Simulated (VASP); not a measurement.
# TePb: single point with PBE

The system is TePb.

```
Pb Te
1.0
     0.00000    3.25240    3.25240
     3.25240    0.00000    3.25240
     3.25240    3.25240    0.00000
Pb Te
1 1
Direct
  0.00000 0.00000 0.00000
  0.50000 0.50000 0.50000
```

This cell differs from its parent crystal: volume scaled by 1.02.

```
Program             : VASP 6.6.1
Task                : single point
Functional          : PBE
Potentials or basis : VASP PAW PBE potentials, release 64 (Pb_d, Te)
Cutoff              : 520 eV
k mesh              : 7 × 7 × 7
Occupations         : gaussian, width 0.025 eV
Spin                : collinear spin, ferromagnetic start
Starting moments    : [1.0, 0.0] μB
Fixed moment        : 1 μB
```

| Quantity | Value |
| --- | --- |
| Pressure | 1.3 GPa |
| Net moment | 1.00 μB per cell |
| Site moments | Pb +0.24; Te +0.25 μB |
| Valence electrons inside the program's atomic spheres | Pb 11.90; Te 3.33 |

Run time: 76 s on 1 thread of AMD EPYC 7R43 64-Core Processor (Zen 3), on a shared host, peak memory 0.22 GiB.

Caveat: the total moment is fixed, so each spin has its own Fermi level.
